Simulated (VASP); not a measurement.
# Li (Pm-3m) in VASP: relaxation of cell and atoms with PBE

Aim: the relaxation of cell and atoms of Li with PBE.

All numbers are computed with VASP 6.6.1; they aren't measurements. Logs are shortened: lines on timing, memory, paths and dates and some standing lists are left out, and cuts for length are marked.

### Step 1. The cell of the first run

The structure is cubic, space group Pm-3m (No. 221). Conventional cell: a = 4.112 Å, b = 4.112 Å, c = 4.112 Å, α = 90.00°, β = 90.00°, γ = 90.00°. Li (site symmetry 4/mmm) has 8 Li at 2.91 Å within 3.8 Å.

The cell was built from a structure type or drawn by symmetry, and may not be a known phase.

### Step 2. Relaxation of cell and atoms, PBE

Contents of INCAR:

```
SYSTEM = Li
PREC = Accurate
ENCUT = 600
EDIFF = 1E-7
ISMEAR = 0
SIGMA = 0.1
LREAL = .False.
LASPH = .True.
NELM = 100
ALGO = Fast
ISIF = 3
LWAVE = .False.
LCHARG = .False.
GGA = PE
IBRION = 2
NSW = 100
EDIFFG = -0.01
```

Contents of KPOINTS:

```
regular mesh
0
Gamma
  12 12 12
  0 0 0
```

Contents of POSCAR:

```
Li
1.0
    4.1117682000      0.0000000000      0.0000000000
    0.0000000000      4.1117682000      0.0000000000
    0.0000000000      0.0000000000      4.1117682000
Li
3
Direct
    0.0000000000      0.5000000000      0.5000000000
    0.5000000000      0.0000000000      0.5000000000
    0.5000000000      0.5000000000      0.0000000000
```

Potentials or basis: VASP PAW PBE potentials, release 64 (Li_sv).

On the command line:

```
$ cat potpaw_PBE.64/Li_sv/POTCAR > POTCAR
$ mpirun -np 1 vasp_std > vasp.out
```

OUTCAR:

```text
SYSTEM = Li
   PREC = Accurate
   ENCUT = 600
   EDIFF = 1E-7
   ISMEAR = 0
   LREAL = .False.
   LASPH = .True.
   NELM = 100
   ISIF = 3
   GGA = PE
   IBRION = 2
   NSW = 100
   EDIFFG = -0.01

 ion  position               nearest neighbor table
   1  0.000  0.500  0.500-
   2  0.500  0.000  0.500-
   3  0.500  0.500  0.000-

  LATTYP: Found a simple cubic cell.
 ALAT       =     4.1117682000

  Lattice vectors:

 A1 = (   4.1117682000,   0.0000000000,   0.0000000000)
 A2 = (   0.0000000000,   4.1117682000,   0.0000000000)
 A3 = (   0.0000000000,   0.0000000000,   4.1117682000)

Analysis of symmetry for initial positions (statically):
=====================================================================
 Subroutine PRICEL returns:
 Original cell was already a primitive cell.

 Routine SETGRP: Setting up the symmetry group for a
 simple cubic supercell.

 Subroutine GETGRP returns: Found 48 space group operations
 (whereof 48 operations were pure point group operations)
 out of a pool of 48 trial point group operations.

The static configuration has the point symmetry O_h .

Analysis of symmetry for dynamics (positions and initial velocities):
=====================================================================
 Subroutine PRICEL returns:
 Original cell was already a primitive cell.

 Routine SETGRP: Setting up the symmetry group for a
 simple cubic supercell.

 Subroutine GETGRP returns: Found 48 space group operations
 (whereof 48 operations were pure point group operations)
 out of a pool of 48 trial point group operations.

The dynamic configuration has the point symmetry O_h .

 Subroutine INISYM returns: Found 48 space group operations
 (whereof 48 operations are pure point group operations),
 and found     1 'primitive' translations

----------------------------------------------------------------------------------------

                                     Primitive cell

  volume of cell :      69.5162

  direct lattice vectors                    reciprocal lattice vectors
     4.111768200  0.000000000  0.000000000     0.243204371  0.000000000  0.000000000
     0.000000000  4.111768200  0.000000000     0.000000000  0.243204371  0.000000000
     0.000000000  0.000000000  4.111768200     0.000000000  0.000000000  0.243204371

  length of vectors
     4.111768200  4.111768200  4.111768200     0.243204371  0.243204371  0.243204371

[... 90 lines left out ...]
   POTIM  = 0.5000    time-step for ionic-motion
   TEBEG  =    0.0;   TEEND  =   0.0 temperature during run
   PSTRESS=    0.0 pullay stress
   NELECT =       9.0000    total number of electrons
   NUPDOWN=      -1.0000    fix difference up-down
   EMIN   =  10.00;   EMAX   =-10.00  energy-range for DOS
   EFERMI =   0.00;   METHOD = LEGACY
   ISMEAR =     0;   SIGMA  =   0.10  broadening in eV -4-tet -1-fermi 0-gaus
   EFERMI_NEDOS =   21; number of points for ismear=-14 and -15
   IALGO  =     68    algorithm
   IMIX   =      4    mixing-type and parameters
     AMIX     =   0.40;   BMIX     =  1.00
     AMIX_MAG =   1.60;   BMIX_MAG =  1.00
  volume/ion in A,a.u.               =      23.17       156.37
  Fermi-wavevector in a.u.,A,eV,Ry     =   0.828184  1.565042  9.332092  0.685889
  Thomas-Fermi vector in A             =   1.940517
   LORBIT       =      0    0 simple, 1 ext, 2 COOP (PROOUT), +10 PAW based schemes
   GGA     = PE    functional components
   LHFCALC =     F    Hartree Fock is set to
   AEXX    =    0.0000 exact exchange contribution
   IVDW    =     0    specifies the selected vdW correction
   LEPSILON=     F    determine dielectric tensor
   LRPA    =     F    only Hartree local field effects (RPA)
 conjugate gradient relaxation of ions
 non-spin polarized calculation
 RMM-DIIS sequential band-by-band and
 Gauss-broadening in eV      SIGMA  =   0.10
  energy-cutoff  :      600.00
  volume of cell :       69.52
 maximum number of plane-waves:      2360
 NGX is ok and might be reduce to    36
   NGX = 17   NGY = 17   NGZ = 17

 number of electron       9.0000012 magnetization

 Free energy of the ion-electron system (eV)
  ---------------------------------------------------
  ext. energy  EPLUGINS =         0.00000000
  ---------------------------------------------------
  free energy    TOTEN  =        -5.22779577 eV

  energy without entropy =       -5.22135655  energy(sigma->0) =       -5.22457616

 E-fermi :   0.1915     XC(G=0):  -6.6686

 val. band max:        0.1611866648   @ k =   0.3333   0.1667   0.0833
 cond. band min:       0.2280171473   @ k =   0.4167   0.4167   0.1667
 fundamental gap:      0.0668304826
 Fermi energy:         0.1914639551

 k-point     1 :       0.0000    0.0000    0.0000
  band No.  band energies     occupation
      1     -46.5741      2.00000
      2     -46.5430      2.00000
      3     -46.5430      2.00000
      4      -3.0740      2.00000
      5       2.7497      0.00000
      6       2.7497      0.00000
      7       2.7497      0.00000
      8       5.4131      0.00000
[... 243 lines left out ...]
 k-point    24 :       0.4167    0.3333    0.0000
  band No.  band energies     occupation
      1     -46.5596      2.00000
      2     -46.5520      2.00000
      3     -46.5477      2.00000
      4      -1.1770      2.00000
      5      -0.0878      1.99992
      6       1.2934      0.00000
      7       2.4175      0.00000
      8       4.9571      0.00000

 [... further k-points ...]

------------------------ aborting loop because EDIFF is reached ----------------------------------------

  FORCE on cell =-STRESS in cart. coord.  units (eV):
  Direction    XX          YY          ZZ          XY          YZ          ZX
  --------------------------------------------------------------------------------------
  -------------------------------------------------------------------------------------
  Total       -0.0020569     -0.0020569     -0.0020569      0.0000000      0.0000000      0.0000000
  in kB       -0.0474061     -0.0474061     -0.0474061      0.0000000      0.0000000      0.0000000
  external PRESSURE =      -0.0474061 kB  Pullay stress =       0.0000000 kB

 VOLUME and BASIS-vectors are now :
 -----------------------------------------------------------------------------
  energy-cutoff  :      600.00
  volume of cell :       69.52
      direct lattice vectors                 reciprocal lattice vectors
     4.111768200  0.000000000  0.000000000     0.243204371  0.000000000  0.000000000
     0.000000000  4.111768200  0.000000000     0.000000000  0.243204371  0.000000000
     0.000000000  0.000000000  4.111768200     0.000000000  0.000000000  0.243204371

 POSITION                                       TOTAL-FORCE (eV/Angst)
 -----------------------------------------------------------------------------------
      0.00000      2.05588      2.05588         0.000000      0.000000      0.000000
      2.05588      0.00000      2.05588         0.000000      0.000000      0.000000
      2.05588      2.05588      0.00000         0.000000      0.000000      0.000000
 -----------------------------------------------------------------------------------
    total drift:                                0.000000      0.000000      0.000000

  FREE ENERGIE OF THE ION-ELECTRON SYSTEM (eV)
  ---------------------------------------------------
  free  energy   TOTEN  =        -5.2277957666 eV

  energy  without entropy=       -5.2213565526  energy(sigma->0) =       -5.22457616

 reached required accuracy - stopping structural energy minimisation
```

OSZICAR:

```text
N       E                     dE             d eps       ncg     rms          rms(c)
DAV:   1     0.121375372479E+02    0.12138E+02   -0.52448E+03  1344   0.108E+03
DAV:   2    -0.820668644224E-03   -0.12138E+02   -0.12035E+02  1752   0.894E+01
DAV:   3    -0.507904505700E+01   -0.50782E+01   -0.50656E+01  2592   0.616E+01
[... 11 lines left out ...]
RMM:  15    -0.522779554160E+01   -0.47350E-06   -0.53310E-06  1307   0.109E-02    0.160E-03
RMM:  16    -0.522779555093E+01   -0.93386E-08   -0.25935E-06  1278   0.828E-03    0.487E-04
RMM:  17    -0.522779556010E+01   -0.91627E-08   -0.11021E-06  1188   0.648E-03    0.948E-04
RMM:  18    -0.522779567469E+01   -0.11459E-06   -0.49993E-07  1137   0.487E-03    0.491E-04
RMM:  19    -0.522779576659E+01   -0.91904E-07   -0.21190E-07  1097   0.389E-03
   1 F= -.52277958E+01 E0= -.52245762E+01  d E =-.522780E+01
```

CONTCAR:

```text
Li
   1.00000000000000
     4.1117682000000002    0.0000000000000000    0.0000000000000000
     0.0000000000000000    4.1117682000000002    0.0000000000000000
     0.0000000000000000    0.0000000000000000    4.1117682000000002
  Li
     3
Direct
     0.0000000000000000    0.5000000000000000    0.5000000000000000
     0.5000000000000000    0.0000000000000000    0.5000000000000000
     0.5000000000000000    0.5000000000000000    0.0000000000000000

  0.00000000E+00  0.00000000E+00  0.00000000E+00
  0.00000000E+00  0.00000000E+00  0.00000000E+00
  0.00000000E+00  0.00000000E+00  0.00000000E+00
```

Run time: 1.8 min. Hardware: 1 thread of Intel Xeon 8259CL, shared host; peak memory 0.22 GiB.

Results:

```yaml
Free_energy: -5.2278 eV
Pressure_after_relaxing: 0.0 GPa
Band_gap_on_the_k_mesh: zero (an odd number of electrons rules out a gap without spin polarisation)
```

Final structure:
```xyz
3
Lattice="4.1118 0.0000 0.0000 0.0000 4.1118 0.0000 0.0000 0.0000 4.1118" Properties=species:S:1:pos:R:3 pbc="T T T"
Li    0.0000    2.0559    2.0559
Li    2.0559    0.0000    2.0559
Li    2.0559    2.0559    0.0000
```

Caveat: the cutoff is under 1.25 times the usual one of these potentials, so pressure, stress and relaxed cells hold a basis-set (Pulay) error; the relaxation stopped at its first step, so nothing moved.
